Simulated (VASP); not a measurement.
# RbBr (Immm) in VASP: single point with HSE06

Aim: the single point of RbBr with HSE06.

Everything below comes from runs of VASP 6.6.1. Logs are shortened: lines on timing, memory, paths and dates and some standing lists are left out, and cuts for length are marked.

## Step 1: The cell of the first run

The structure is orthorhombic, space group Immm (No. 71). The conventional cell has a = 4.821 Å, b = 4.968 Å, c = 6.922 Å, α = 90.00°, β = 90.00°, γ = 90.00°. Rb (site symmetry mmm) has 6 Br at 3.46 Å within 4.5 Å. Br (site symmetry mmm) has 6 Rb at 3.46 Å within 4.5 Å.

## Step 2: Single point, HSE06 (shear xy strain +3.0%)

Input file POSCAR:

```
RbBr
1.0
    0.0519123884      3.4608258933      3.4608258933
    3.4608258933      0.0519123884      3.4608258933
    3.5127382817      3.5127382817      0.0000000000
Rb Br
1 1
Direct
    0.0000000000      0.0000000000      0.0000000000
    0.5000000000      0.5000000000      0.5000000000
```

Input file INCAR.step1:

```
SYSTEM = RbBr
  PREC = Accurate
  ENCUT = 520
  EDIFF = 1E-5
  ISMEAR = 0
  SIGMA = 0.01
  LREAL = .False.
  LASPH = .True.
  NELM = 80
  ALGO = Normal
  ISIF = 2
  LWAVE = .True.
  LCHARG = .False.
  GGA = PE
  NBANDS = 15
```

Input file INCAR.step2:

```
SYSTEM = RbBr
  PREC = Accurate
  ENCUT = 520
  EDIFF = 1E-7
  ISMEAR = 0
  SIGMA = 0.01
  LREAL = .False.
  LASPH = .True.
  NELM = 80
  ALGO = Normal
  ISIF = 2
  LWAVE = .False.
  LCHARG = .False.
  GGA = PE
  LHFCALC = .True.
  HFSCREEN = 0.2079
  PRECFOCK = Normal
  ISTART = 1
  NBANDS = 15
```

Input file KPOINTS:

```
regular mesh
0
Gamma
  4 4 4
  0 0 0
```

Potentials or basis: VASP PAW PBE potentials, release 64 (Rb_sv, Br).

The run is started by

```
cat potpaw_PBE.64/Rb_sv/POTCAR potpaw_PBE.64/Br/POTCAR > POTCAR
cp INCAR.step1 INCAR
mpirun -np 1 vasp_std > vasp.out
cp INCAR.step2 INCAR
mpirun -np 1 vasp_std > vasp.out
```

OUTCAR:

```text
SYSTEM = RbBr
   PREC = Accurate
   ENCUT = 520
   EDIFF = 1E-7
   ISMEAR = 0
   LREAL = .False.
   LASPH = .True.
   NELM = 80
   ISIF = 2
   GGA = PE
   LHFCALC = .True.
   HFSCREEN = 0.2079
   PRECFOCK = Normal
   ISTART = 1

 ion  position               nearest neighbor table
   1  0.000  0.000  0.000-   2 3.46   2 3.46   2 3.46   2 3.46   2 3.46   2 3.46
   2  0.500  0.500  0.500-   1 3.46   1 3.46   1 3.46   1 3.46   1 3.46   1 3.46

  LATTYP: Found a body centered orthorhombic cell.
 ALAT       =     4.8209317116
 B/A-ratio  =     1.0304568528
 C/A-ratio  =     1.4357498095

  Lattice vectors:

 A1 = (   3.4608258933,   0.0519123884,  -3.4608258933)
 A2 = (  -3.4608258933,  -0.0519123884,  -3.4608258933)
 A3 = (   0.0519123884,   3.4608258933,   3.4608258933)

Analysis of symmetry for initial positions (statically):
=====================================================================
 Subroutine PRICEL returns:
 Original cell was already a primitive cell.

 Routine SETGRP: Setting up the symmetry group for a
 body centered orthorhombic supercell.

 Subroutine GETGRP returns: Found  8 space group operations
 (whereof  8 operations were pure point group operations)
 out of a pool of  8 trial point group operations.

The static configuration has the point symmetry D_2h.

Analysis of symmetry for dynamics (positions and initial velocities):
=====================================================================
 Subroutine PRICEL returns:
 Original cell was already a primitive cell.

 Routine SETGRP: Setting up the symmetry group for a
 body centered orthorhombic supercell.

 Subroutine GETGRP returns: Found  8 space group operations
 (whereof  8 operations were pure point group operations)
 out of a pool of  8 trial point group operations.

The dynamic configuration has the point symmetry D_2h.

 Subroutine INISYM returns: Found  8 space group operations
 (whereof  8 operations are pure point group operations),
 and found     1 'primitive' translations

----------------------------------------------------------------------------------------

                                     Primitive cell

  volume of cell :      82.8842

  direct lattice vectors                    reciprocal lattice vectors
     0.051912388  3.460825893  3.460825893    -0.146674299  0.146674299  0.144474185
     3.460825893  0.051912388  3.460825893     0.146674299 -0.146674299  0.144474185
     3.512738282  3.512738282  0.000000000     0.142339098  0.142339098 -0.144474185

  length of vectors
     4.894622215  4.894622215  4.967762119     0.252783485  0.252783485  0.247777376

  position of ions in fractional coordinates (direct lattice)
     0.000000000  0.000000000  0.000000000
     0.500000000  0.500000000  0.500000000

  ion indices of the primitive-cell ions
   primitive index   ion index
                 1           1
                 2           2

----------------------------------------------------------------------------------------

 KPOINTS: regular mesh

Automatic generation of k-mesh.
 Grid dimensions read from file:
 generate k-points for:    4    4    4

 Generating k-lattice:

  Cartesian coordinates                     Fractional coordinates (reciprocal lattice)
    -0.036668575  0.036668575  0.036118546     0.250000000  0.000000000  0.000000000
     0.036668575 -0.036668575  0.036118546     0.000000000  0.250000000  0.000000000
     0.035584775  0.035584775 -0.036118546     0.000000000  0.000000000  0.250000000

  Length of vectors
     0.063195871  0.063195871  0.061944344

  Shift w.r.t. Gamma in fractional coordinates (k-lattice)
     0.000000000  0.000000000  0.000000000

 Subroutine IBZKPT returns following result:
 ===========================================

 Found     18 irreducible k-points:

 Following reciprocal coordinates:
            Coordinates               Weight
  0.000000  0.000000  0.000000      1.000000
  0.250000  0.000000  0.000000      4.000000
  0.500000  0.000000  0.000000      2.000000
  0.250000  0.250000  0.000000      2.000000
  0.500000  0.250000  0.000000      4.000000
 -0.250000  0.250000  0.000000      2.000000
[... 10 lines left out ...]
  0.250000  0.250000  0.500000      2.000000
 -0.250000  0.250000  0.500000      2.000000
   k-points           NKPTS =     18   k-points in BZ     NKDIM =     64   number of bands    NBANDS=     15
   number of dos      NEDOS =    301   number of ions     NIONS =      2
   total plane-waves  NPLWV =  51840
   dimension x,y,z NGX =    36 NGY =   36 NGZ =   40
   dimension x,y,z NGXF=    72 NGYF=   72 NGZF=   80
   ions per type =               1   1
   NGX,Y,Z   is equivalent  to a cutoff of  12.23, 12.23, 13.39 a.u.
   NGXF,Y,Z  is equivalent  to a cutoff of  24.45, 24.45, 26.77 a.u.
 SYSTEM =  RbBr
   PREC   = accura    normal or accurate (medium, high low for compatibility)
   ISTART =      1    job   : 0-new  1-cont  2-samecut
   ICHARG =      0    charge: 1-file 2-atom 10-const
   ISPIN  =      1    spin polarized calculation?
   LNONCOLLINEAR =      F non collinear calculations
   LSORBIT =      F    spin-orbit coupling
   LASPH  =      T    aspherical Exc in radial PAW
   ENCUT  =  520.0 eV  38.22 Ry    6.18 a.u.   9.10  9.10  9.24*2*pi/ulx,y,z
   NELM   =     80;   NELMIN=  2; NELMDL=  0     # of ELM steps
   EDIFF  = 0.1E-06   stopping-criterion for ELM
   LREAL  =      F    real-space projection
   EDIFFG = 0.1E-05   stopping-criterion for IOM
   NSW    =      0    number of steps for IOM
   IBRION =     -1    ionic relax: 0-MD 1-quasi-New 2-CG
   NFREE  =      0    steps in history (QN), initial steepest desc. (CG)
   ISIF   =      2    stress and relaxation
   ISYM   =      3    0-nonsym 1-usesym 2-fastsym
   POTIM  = 0.5000    time-step for ionic-motion
   TEBEG  =    0.0;   TEEND  =   0.0 temperature during run
   PSTRESS=    0.0 pullay stress
   NELECT =      16.0000    total number of electrons
   NUPDOWN=      -1.0000    fix difference up-down
   EMIN   =  10.00;   EMAX   =-10.00  energy-range for DOS
   EFERMI =   0.00;   METHOD = LEGACY
   ISMEAR =     0;   SIGMA  =   0.01  broadening in eV -4-tet -1-fermi 0-gaus
   EFERMI_NEDOS =   21; number of points for ismear=-14 and -15
   IALGO  =     38    algorithm
   IMIX   =      1    mixing-type and parameters
     AMIX     =   0.40;   BMIX     =  1.00
     AMIX_MAG =   1.60;   BMIX_MAG =  1.00
  volume/ion in A,a.u.               =      41.44       279.66
  Fermi-wavevector in a.u.,A,eV,Ry     =   0.946145  1.787955 12.179802  0.895190
  Thomas-Fermi vector in A             =   2.074114
   LORBIT       =      0    0 simple, 1 ext, 2 COOP (PROOUT), +10 PAW based schemes
   GGA     = PE    functional components
   LHFCALC =     T    Hartree Fock is set to
   PRECFOCK=normal    Normal, Fast or Accurate (Low or Medium for compatibility)
   ENCUT4O =  -1.0   cutoff for four orbital integrals eV
   NKREDX  =     1    reduce k-point grid by
   NKREDY  =     1    reduce k-point grid by
   NKREDZ  =     1    reduce k-point grid by
   AEXX    =    0.2500 exact exchange contribution
   HFSCREEN=    0.2079 screening length (either q_TF or 0.3 A-1)
   HFSCREENC=   0.2079 screening length for correlation (either q_TF or 0.3 A-1)
   ENCUTFOCK=  -1.0 apply spherical cutoff to Coloumb kernel
   IVDW    =     0    specifies the selected vdW correction
   LEPSILON=     F    determine dielectric tensor
   LRPA    =     F    only Hartree local field effects (RPA)
 non-spin polarized calculation
 Gauss-broadening in eV      SIGMA  =   0.01
  energy-cutoff  :      520.00
  volume of cell :       82.88
 maximum number of plane-waves:      2246
  NGX = 28; NGY = 28; NGZ = 28

 number of electron      16.0000000 magnetization

 Free energy of the ion-electron system (eV)
  ---------------------------------------------------
  ext. energy  EPLUGINS =         0.00000000
  ---------------------------------------------------
  free energy    TOTEN  =        -7.07142382 eV

  energy without entropy =       -7.07142382  energy(sigma->0) =       -7.07142382

 E-fermi :  -2.6162     XC(G=0):  -5.9840

 val. band max:       -2.7055315830   @ k =   0.0000   0.0000   0.0000
 cond. band min:       2.7095086932   @ k =   0.0000   0.0000   0.0000
 fundamental gap:      5.4150402762
 Fermi energy:        -2.6161732158

 k-point     1 :       0.0000    0.0000    0.0000
  band No.  band energies     occupation
      1     -28.8887      2.00000
      2     -15.9023      2.00000
      3     -11.8015      2.00000
      4     -11.8014      2.00000
      5     -11.8008      2.00000
      6      -2.7538      2.00000
      7      -2.7317      2.00000
      8      -2.7055      2.00000
      9       2.7095      0.00000
     10       5.6775      0.00000
     11       5.7979      0.00000
     12       5.9199      0.00000
     13       6.7527      0.00000
     14       6.7577      0.00000
     15       9.3105      0.00000

 k-point     2 :       0.2500    0.0000    0.0000
  band No.  band energies     occupation
      1     -28.8840      2.00000
      2     -15.9167      2.00000
      3     -11.8056      2.00000
      4     -11.8027      2.00000
      5     -11.7792      2.00000
      6      -3.2605      2.00000
      7      -2.9386      2.00000
      8      -2.9050      2.00000
      9       3.9758      0.00000
     10       5.6333      0.00000
     11       6.4266      0.00000
     12       6.5932      0.00000
     13       7.6074      0.00000
     14       7.6330      0.00000
     15      11.0038      0.00000

 k-point     3 :       0.5000    0.0000    0.0000
  band No.  band energies     occupation
      1     -28.8793      2.00000
      2     -15.9309      2.00000
      3     -11.8101      2.00000
      4     -11.8037      2.00000
      5     -11.7577      2.00000
      6      -3.6973      2.00000
      7      -3.1108      2.00000
      8      -3.0741      2.00000
      9       5.1509      0.00000
     10       6.1752      0.00000
     11       8.0280      0.00000
     12       8.2106      0.00000
     13       8.5021      0.00000
     14       8.6612      0.00000
     15       9.4840      0.00000

 k-point     4 :       0.2500    0.2500    0.0000
  band No.  band energies     occupation
      1     -28.8829      2.00000
      2     -15.8997      2.00000
      3     -11.8366      2.00000
      4     -11.8326      2.00000
      5     -11.7956      2.00000
      6      -3.3201      2.00000
      7      -2.8594      2.00000
      8      -2.8026      2.00000
      9       4.0775      0.00000
     10       4.7088      0.00000
     11       7.1866      0.00000
     12       7.2276      0.00000
     13       7.4104      0.00000
     14       8.0951      0.00000
     15      10.5781      0.00000
[... 199 lines left out ...]
 k-point    16 :       0.5000    0.0000    0.5000
  band No.  band energies     occupation
      1     -28.8772      2.00000
      2     -15.8439      2.00000
      3     -11.9734      2.00000
      4     -11.8689      2.00000
      5     -11.8681      2.00000
      6      -3.2251      2.00000
      7      -2.9001      2.00000
      8      -2.8990      2.00000
      9       4.0491      0.00000
     10       5.5684      0.00000
     11       7.5415      0.00000
     12       7.8351      0.00000
     13       8.0284      0.00000
     14       9.5016      0.00000
     15       9.5249      0.00000

 k-point    17 :       0.2500    0.2500    0.5000
  band No.  band energies     occupation
      1     -28.8803      2.00000
      2     -15.9148      2.00000
      3     -11.8782      2.00000
      4     -11.8070      2.00000
      5     -11.7557      2.00000
      6      -3.4844      2.00000
      7      -3.0157      2.00000
      8      -2.9905      2.00000
      9       5.0550      0.00000
     10       5.6333      0.00000
     11       7.2272      0.00000
     12       7.2598      0.00000
     13       7.8415      0.00000
     14       9.2856      0.00000
     15       9.4941      0.00000

 k-point    18 :      -0.2500    0.2500    0.5000
  band No.  band energies     occupation
      1     -28.8771      2.00000
      2     -15.8696      2.00000
      3     -11.9323      2.00000
      4     -11.9086      2.00000
      5     -11.7799      2.00000
      6      -3.2118      2.00000
      7      -3.1042      2.00000
      8      -3.0759      2.00000
      9       5.5121      0.00000
     10       5.5135      0.00000
     11       6.7260      0.00000
     12       7.1362      0.00000
     13       9.5129      0.00000
     14       9.5437      0.00000
     15       9.6170      0.00000

------------------------ aborting loop because EDIFF is reached ----------------------------------------

  FORCE on cell =-STRESS in cart. coord.  units (eV):
  Direction    XX          YY          ZZ          XY          YZ          ZX
  --------------------------------------------------------------------------------------
  -------------------------------------------------------------------------------------
  Total        0.1652849      0.1652849      0.1634059     -0.0646143      0.0000000      0.0000000
  in kB        3.1950109      3.1950109      3.1586894     -1.2490157      0.0000000      0.0000000
  external PRESSURE =       3.1829037 kB  Pullay stress =       0.0000000 kB

 VOLUME and BASIS-vectors are now :
 -----------------------------------------------------------------------------
  energy-cutoff  :      520.00
  volume of cell :       82.88
      direct lattice vectors                 reciprocal lattice vectors
     0.051912388  3.460825893  3.460825893    -0.146674299  0.146674299  0.144474185
     3.460825893  0.051912388  3.460825893     0.146674299 -0.146674299  0.144474185
     3.512738282  3.512738282  0.000000000     0.142339098  0.142339098 -0.144474185

 POSITION                                       TOTAL-FORCE (eV/Angst)
 -----------------------------------------------------------------------------------
      0.00000      0.00000      0.00000         0.000000      0.000000      0.000000
      3.51274      3.51274      3.46083        -0.000000     -0.000000     -0.000000
 -----------------------------------------------------------------------------------
    total drift:                                0.000000      0.000000     -0.000000

  FREE ENERGIE OF THE ION-ELECTRON SYSTEM (eV)
  ---------------------------------------------------
  free  energy   TOTEN  =        -7.0714238245 eV

  energy  without entropy=       -7.0714238245  energy(sigma->0) =       -7.07142382
```

Run time: 25 min. Hardware: 1 thread of Intel Xeon Platinum 8259CL at 2.50GHz (Skylake/Cascade Lake), shared host; peak memory 0.34 GiB.

Results:

```
Free energy            : -7.0714 eV
Pressure               : 0.3 GPa
Band gap on the k mesh : 5.42 eV, direct
```

Stress tensor (GPa, compression positive):
```
 0.32 -0.12  0.00
-0.12  0.32  0.00
 0.00  0.00  0.32
```

Levels at points of the mesh, in eV from the valence-band top:
```
           k point  band 4  band 5  band 6  band 7  band 8  band 9  band 10  band 11  band 12  band 13
(0.00, 0.00, 0.00)   -9.10   -9.10   -0.05   -0.03    0.00    5.41     8.38     8.50     8.63     9.46
(0.50, 0.00, 0.00)   -9.10   -9.05   -0.99   -0.41   -0.37    7.86     8.88    10.73    10.92    11.21
(0.50, 0.50, 0.00)   -9.17   -9.16   -0.52   -0.22   -0.16    6.75     8.28    10.25    10.56    10.74
(0.00, 0.00, 0.50)   -9.10   -9.03   -1.00   -0.37   -0.32    7.85     8.79    10.67    10.84    11.28
(0.50, 0.00, 0.50)   -9.16   -9.16   -0.52   -0.19   -0.19    6.75     8.27    10.25    10.54    10.73
```

Caveat: the cell differs from its parent crystal (shear xy strain +3.0%); the PAW data sets were made with another functional, which shifts forces and pressure a little.
